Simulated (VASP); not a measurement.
# In (C2/c) in VASP: single point with PBEsol

Aim: the single point of In with PBEsol.

Program: VASP 6.6.1. These are calculated values, not measurements. Logs are shortened: lines on timing, memory, paths and dates and some standing lists are left out, and cuts for length are marked.

## 1. The cell of the first run

It takes space group C2/c (No. 15, monoclinic). The conventional cell has a = 3.237 Å, b = 11.128 Å, c = 3.433 Å, α = 90.00°, β = 116.53°, γ = 90.00°. In (site symmetry 2) has 14 In at 3.24 to 4.04 Å within 4.3 Å.

## 2. Single point, PBEsol (volume scaled by 1.08)

File INCAR:

```
SYSTEM = In
PREC = Accurate
ENCUT = 520
EDIFF = 1E-6
ISMEAR = -1
SIGMA = 0.1
LREAL = .FALSE.
LASPH = .TRUE.
NELM = 80
ALGO = Normal
ISIF = 2
LWAVE = .FALSE.
LCHARG = .TRUE.
GGA = PS
LELF = .TRUE.
LVHAR = .TRUE.
NBANDS = 20
```

File KPOINTS:

```
Automatic mesh
0
G
  13 13 12
  0 0 0
```

File POSCAR:

```
In
1.0
   -3.9478514859      3.9211768231      1.6182005701
    3.9211768231     -3.9478514859      1.6182005701
    2.1857131777      2.1857131777     -1.6670552638
In
2
Direct
    0.9993221845      0.0006778155      1.0000000000
    0.7506778155      0.2493221845      0.5000000000
```

Potentials or basis: VASP PAW PBE potentials, release 64 (In_d).

Command:

```console
> cat potpaw_PBE.64/In_d/POTCAR > POTCAR
> mpirun -np 1 vasp_std > vasp.out
```

OUTCAR:

```text
SYSTEM = In
   PREC = Accurate
   ENCUT = 520
   EDIFF = 1E-6
   ISMEAR = -1
   LREAL = .FALSE.
   LASPH = .TRUE.
   NELM = 80
   ISIF = 2
   GGA = PS

 ion  position               nearest neighbor table
   1  0.999  0.001  0.000-   2 3.28   2 3.28   2 3.28   2 3.28   2 3.96   2 3.96
   2  0.751  0.249  0.500-   1 3.28   1 3.28   1 3.28   1 3.28   1 3.96   1 3.96

  Warning from LATTYP: Got some problem with cell dimensions!
  Tried to take original basis but could not verify dimensions!
  LATTYP: Found a base centered monoclinic cell.
 ALAT       =     3.2366209873
 B/A-ratio  =     3.4383038981
 C/A-ratio  =     1.0606854278
 COS(beta)  =    -0.4467332876

  Lattice vectors:

 A1 = (   3.9478514859,  -3.9211768231,  -1.6182005701)
 A2 = (  -3.9211768231,   3.9478514859,  -1.6182005701)
 A3 = (   2.1590385149,   2.1590385149,   1.5693458764)

Analysis of symmetry for initial positions (statically):
=====================================================================
 Subroutine PRICEL returns:
 Original cell was already a primitive cell.

 Routine SETGRP: Setting up the symmetry group for a
 base centered monoclinic supercell.

 Subroutine GETGRP returns: Found  4 space group operations
 (whereof  2 operations were pure point group operations)
 out of a pool of  4 trial point group operations.

The static configuration has the point symmetry C_2 .
 The point group associated with its full space group is C_2h.

Analysis of symmetry for dynamics (positions and initial velocities):
=====================================================================
 Subroutine PRICEL returns:
 Original cell was already a primitive cell.

 Routine SETGRP: Setting up the symmetry group for a
 base centered monoclinic supercell.

 Subroutine GETGRP returns: Found  4 space group operations
 (whereof  2 operations were pure point group operations)
 out of a pool of  4 trial point group operations.

The dynamic configuration has the point symmetry C_2 .
 The point group associated with its full space group is C_2h.

 Subroutine INISYM returns: Found  4 space group operations
 (whereof  2 operations are pure point group operations),
 and found     1 'primitive' translations

----------------------------------------------------------------------------------------

                                     Primitive cell

  volume of cell :      55.3144

  direct lattice vectors                    reciprocal lattice vectors
    -3.947851486  3.921176823  1.618200570     0.055037501  0.182117995  0.310939837
     3.921176823 -3.947851486  1.618200570     0.182117995  0.055037501  0.310939837
     2.185713178  2.185713178 -1.667055264     0.230205421  0.230205421  0.003794741

  length of vectors
     5.794802164  5.794802164  3.511944966     0.364526642  0.364526642  0.325581743

  position of ions in fractional coordinates (direct lattice)
     0.999322185  0.000677815  1.000000000
     0.750677815  0.249322185  0.500000000

  ion indices of the primitive-cell ions
   primitive index   ion index
                 1           1
                 2           2

----------------------------------------------------------------------------------------

 KPOINTS: Automatic mesh

Automatic generation of k-mesh.
 Grid dimensions read from file:
 generate k-points for:   13   13   12

 Generating k-lattice:

  Cartesian coordinates                     Fractional coordinates (reciprocal lattice)
     0.004233654  0.014009077  0.023918449     0.076923077  0.000000000 -0.000000000
     0.014009077  0.004233654  0.023918449     0.000000000  0.076923077 -0.000000000
     0.019183785  0.019183785  0.000316228    -0.000000000 -0.000000000  0.083333333

  Length of vectors
     0.028040511  0.028040511  0.027131812

  Shift w.r.t. Gamma in fractional coordinates (k-lattice)
     0.000000000  0.000000000  0.000000000

 Subroutine IBZKPT returns following result:
 ===========================================

 Found    553 irreducible k-points:

 Following reciprocal coordinates:
            Coordinates               Weight
  0.000000  0.000000  0.000000      1.000000
  0.076923 -0.000000 -0.000000      4.000000
  0.153846  0.000000 -0.000000      4.000000
  0.230769  0.000000 -0.000000      4.000000
  0.307692  0.000000 -0.000000      4.000000
  0.384615 -0.000000  0.000000      4.000000
[... 16 lines left out ...]
  0.384615  0.153846  0.000000      4.000000
  0.461538  0.153846  0.000000      4.000000
 [... further k-points ...]
   k-points           NKPTS =    553   k-points in BZ     NKDIM =    553   number of bands    NBANDS=     20
   number of dos      NEDOS =    301   number of ions     NIONS =      2
   total plane-waves  NPLWV =  64512
   dimension x,y,z NGX =    48 NGY =   48 NGZ =   28
   dimension x,y,z NGXF=    96 NGYF=   96 NGZF=   56
   ions per type =               2
   NGX,Y,Z   is equivalent  to a cutoff of  13.77, 13.77, 13.25 a.u.
   NGXF,Y,Z  is equivalent  to a cutoff of  27.54, 27.54, 26.51 a.u.
 SYSTEM =  In
   PREC   = accura    normal or accurate (medium, high low for compatibility)
   ISTART =      0    job   : 0-new  1-cont  2-samecut
   ICHARG =      2    charge: 1-file 2-atom 10-const
   ISPIN  =      1    spin polarized calculation?
   LNONCOLLINEAR =      F non collinear calculations
   LSORBIT =      F    spin-orbit coupling
   LASPH  =      T    aspherical Exc in radial PAW
   ENCUT  =  520.0 eV  38.22 Ry    6.18 a.u.  10.77 10.77  6.53*2*pi/ulx,y,z
   NELM   =     80;   NELMIN=  2; NELMDL= -5     # of ELM steps
   EDIFF  = 0.1E-05   stopping-criterion for ELM
   LREAL  =      F    real-space projection
   EDIFFG = 0.1E-04   stopping-criterion for IOM
   NSW    =      0    number of steps for IOM
   IBRION =     -1    ionic relax: 0-MD 1-quasi-New 2-CG
   NFREE  =      0    steps in history (QN), initial steepest desc. (CG)
   ISIF   =      2    stress and relaxation
   ISYM   =      2    0-nonsym 1-usesym 2-fastsym
   POTIM  = 0.5000    time-step for ionic-motion
   TEBEG  =    0.0;   TEEND  =   0.0 temperature during run
   PSTRESS=    0.0 pullay stress
   NELECT =      26.0000    total number of electrons
   NUPDOWN=      -1.0000    fix difference up-down
   EMIN   =  10.00;   EMAX   =-10.00  energy-range for DOS
   EFERMI =   0.00;   METHOD = LEGACY
   ISMEAR =    -1;   SIGMA  =   0.10  broadening in eV -4-tet -1-fermi 0-gaus
   EFERMI_NEDOS =   21; number of points for ismear=-14 and -15
   IALGO  =     38    algorithm
   IMIX   =      4    mixing-type and parameters
     AMIX     =   0.40;   BMIX     =  1.00
     AMIX_MAG =   1.60;   BMIX_MAG =  1.00
  volume/ion in A,a.u.               =      27.66       186.64
  Fermi-wavevector in a.u.,A,eV,Ry     =   1.272878  2.405390 22.044396  1.620217
  Thomas-Fermi vector in A             =   2.405732
   LORBIT       =      0    0 simple, 1 ext, 2 COOP (PROOUT), +10 PAW based schemes
   GGA     = PS    functional components
   LHFCALC =     F    Hartree Fock is set to
   AEXX    =    0.0000 exact exchange contribution
   IVDW    =     0    specifies the selected vdW correction
   LEPSILON=     F    determine dielectric tensor
   LRPA    =     F    only Hartree local field effects (RPA)
 non-spin polarized calculation
  energy-cutoff  :      520.00
  volume of cell :       55.31
 maximum number of plane-waves:      1508
 NGX is ok and might be reduce to    48
   NGX = 21   NGY = 21   NGZ = 13

 number of electron      25.9999996 magnetization

 Free energy of the ion-electron system (eV)
  ---------------------------------------------------
  ext. energy  EPLUGINS =         0.00000000
  ---------------------------------------------------
  free energy    TOTEN  =        -5.93670377 eV

  energy without entropy =       -5.90550451  energy(sigma->0) =       -5.92110414

 E-fermi :   6.6950     XC(G=0): -10.1398

 val. band max:        6.6939153496   @ k =   0.3077  -0.0000   0.5000
 cond. band min:       6.7149768306   @ k =   0.2308   0.1538   0.0000
 fundamental gap:      0.0210614810
 Fermi energy:         6.6950475478

 k-point     1 :       0.0000    0.0000    0.0000
  band No.  band energies     occupation
      1      -7.8706      2.00000
      2      -7.8348      2.00000
      3      -7.7969      2.00000
      4      -7.7398      2.00000
      5      -7.7163      2.00000
      6      -7.6603      2.00000
[... 12 lines left out ...]
     19      17.1723      0.00000
     20      18.7819      0.00000

 k-point     2 :       0.0769   -0.0000   -0.0000
  band No.  band energies     occupation
      1      -7.8541      2.00000
      2      -7.8221      2.00000
      3      -7.7861      2.00000
      4      -7.7332      2.00000
      5      -7.7067      2.00000
      6      -7.6667      2.00000
[... 12 lines left out ...]
     19      17.2669      0.00000
     20      17.7131      0.00000

 k-point     3 :       0.1538    0.0000   -0.0000
  band No.  band energies     occupation
      1      -7.8138      2.00000
      2      -7.8049      2.00000
      3      -7.7598      2.00000
      4      -7.7139      2.00000
      5      -7.6864      2.00000
      6      -7.6757      2.00000
[... 12 lines left out ...]
     19      16.8694      0.00000
     20      17.4354      0.00000

 k-point     4 :       0.2308    0.0000   -0.0000
  band No.  band energies     occupation
      1      -7.8165      2.00000
      2      -7.7771      2.00000
      3      -7.7525      2.00000
      4      -7.7219      2.00000
      5      -7.6739      2.00000
      6      -7.6403      2.00000
[... 12 lines left out ...]
     19      16.5045      0.00000
     20      16.9731      0.00000

 k-point     5 :       0.3077    0.0000   -0.0000
  band No.  band energies     occupation
      1      -7.8447      2.00000
      2      -7.7862      2.00000
      3      -7.7667      2.00000
      4      -7.7515      2.00000
      5      -7.6821      2.00000
      6      -7.6097      2.00000
[... 12 lines left out ...]
     19      15.9568      0.00000
     20      16.7730      0.00000
[... 353 lines left out ...]
      6      -7.6284      2.00000
[... 12 lines left out ...]
     19      15.9945      0.00000
     20      16.5938      0.00000

 k-point    22 :       0.3077    0.1538    0.0000
  band No.  band energies     occupation
      1      -7.8925      2.00000
      2      -7.8514      2.00000
      3      -7.8084      2.00000
      4      -7.7390      2.00000
      5      -7.7105      2.00000
      6      -7.6082      2.00000
[... 12 lines left out ...]
     19      14.7024      0.00000
     20      16.2586      0.00000

 k-point    23 :       0.3846    0.1538    0.0000
  band No.  band energies     occupation
      1      -7.8929      2.00000
      2      -7.8553      2.00000
      3      -7.8147      2.00000
      4      -7.7340      2.00000
      5      -7.7155      2.00000
      6      -7.5922      2.00000
[... 12 lines left out ...]
     19      13.9846      0.00000
     20      15.8350      0.00000

 k-point    24 :       0.4615    0.1538    0.0000
  band No.  band energies     occupation
      1      -7.8754      2.00000
      2      -7.8395      2.00000
      3      -7.8016      2.00000
      4      -7.7279      2.00000
      5      -7.7081      2.00000
      6      -7.5849      2.00000
[... 12 lines left out ...]
     19      14.2833      0.00000
     20      15.4213      0.00000

 [... further k-points ...]
[... 5 lines left out ...]
  --------------------------------------------------------------------------------------
  -------------------------------------------------------------------------------------
  Total       -0.9920462     -0.9920462     -0.9168659     -0.1047208      0.0194497      0.0194498
  in kB      -28.7345615    -28.7345615    -26.5569682     -3.0332309      0.5633583      0.5633618
  external PRESSURE =     -28.0086970 kB  Pullay stress =       0.0000000 kB

 VOLUME and BASIS-vectors are now :
 -----------------------------------------------------------------------------
  energy-cutoff  :      520.00
  volume of cell :       55.31
      direct lattice vectors                 reciprocal lattice vectors
    -3.947851486  3.921176823  1.618200570     0.055037501  0.182117995  0.310939837
     3.921176823 -3.947851486  1.618200570     0.182117995  0.055037501  0.310939837
     2.185713178  2.185713178 -1.667055264     0.230205421  0.230205421  0.003794741

 POSITION                                       TOTAL-FORCE (eV/Angst)
 -----------------------------------------------------------------------------------
     -3.94252      3.91584      1.61820        -0.004862      0.004862     -0.000000
     -0.89307      3.05211      0.78467         0.004862     -0.004862      0.000000
 -----------------------------------------------------------------------------------
    total drift:                               -0.000000     -0.000000      0.000000

  FREE ENERGIE OF THE ION-ELECTRON SYSTEM (eV)
  ---------------------------------------------------
  free  energy   TOTEN  =        -5.9367037663 eV

  energy  without entropy=       -5.9055045080  energy(sigma->0) =       -5.92110414
```

Run time: 12 min. Hardware: 1 thread of Intel Xeon Platinum 8259CL at 2.50GHz (Skylake/Cascade Lake), shared host; peak memory 0.61 GiB.

What came out:

| Property | Result |
| --- | --- |
| Free energy | -5.9367 eV |
| Pressure | -2.8 GPa |
| Largest force | 0.007 eV/Å |
| Band gap on the k mesh | zero (band 13 reaches 10.33 eV, above the bottom of band 14 at 3.82 eV) |

Forces on the atoms (eV/Å):
```
In  -0.005  0.005  0.000
In   0.005 -0.005  0.000
```

Caveat: the PAW data sets were made with another functional, which shifts forces and pressure a little; spin-orbit coupling is left out, which moves the levels of the heavy elements.
